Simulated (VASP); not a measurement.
# SiC: single point with PBE

The system is SiC.

```
Si C
1.0
     0.00000    2.18986    2.18986
     2.18986    0.00000    2.18986
     2.18986    2.18986    0.00000
Si C
1 1
Direct
  0.00000 0.00000 0.00000
  0.68150 0.68150 0.72163
```

This cell differs from its parent crystal: atom 2 (C) moved by (-0.300, -0.300) A along [1 1 0] and z.

```
Program             : VASP 6.6.1
Task                : single point
Functional          : PBE
Potentials or basis : VASP PAW PBE potentials, release 64 (Si, C)
Cutoff              : 520 eV
k mesh              : 10 × 10 × 10
Occupations         : gaussian, width 0.05 eV
Spin                : no spin polarisation
```

* Pressure: 10.3 GPa
* Largest force: 3.280 eV/Å
* Band gap on the k mesh: zero (bands 4 and 5 overlap by 0.49 eV)

Forces in eV/Å, atoms in the order of the input:
```
Si  -0.767 -0.767 -3.096
C    0.767  0.767  3.096
```

Stress tensor (GPa, compression positive):
```
13.01 -8.27  0.48
-8.27 13.01  0.48
 0.48  0.48  4.86
```

Levels at points of the mesh, in eV from the Fermi level:
| k point | band 1 | band 2 | band 3 | band 4 | band 5 | band 6 | band 7 | band 8 |
| --- | --- | --- | --- | --- | --- | --- | --- | --- |
| (0.00, 0.00, 0.00) | -16.73 | -2.71 | -2.05 | 0.09 | 3.94 | 5.93 | 6.40 | 6.46 |
| (0.50, 0.00, 0.00) | -13.04 | -10.40 | -3.30 | -0.90 | 3.12 | 4.93 | 7.37 | 8.20 |
| (0.00, 0.00, 0.50) | -13.20 | -10.03 | -3.68 | -0.80 | 3.04 | 4.83 | 7.37 | 8.17 |
| (0.50, 0.50, 0.50) | -13.67 | -8.76 | -3.41 | -2.74 | 3.98 | 4.87 | 5.48 | 8.13 |
| (0.50, 0.50, 0.00) | -11.93 | -9.08 | -5.29 | -3.72 | -0.33 | 2.50 | 12.18 | 12.59 |
| (0.00, 0.50, 0.50) | -11.88 | -9.29 | -4.97 | -3.68 | -0.40 | 2.30 | 11.90 | 12.77 |

Wall time 38 s on 1 thread of Intel Xeon 8259CL, on a shared host, peak memory 0.18 GiB.

Caveat: the cell differs from its parent crystal (atom 2 (C) moved by (-0.300, -0.300) A along [1 1 0] and z); the cell stands under pressure; semilocal functionals underestimate gaps, so a narrow gap can read as zero; forces of over 1 eV/Å act on the atoms, so gaps and moduli don't describe the material at rest.
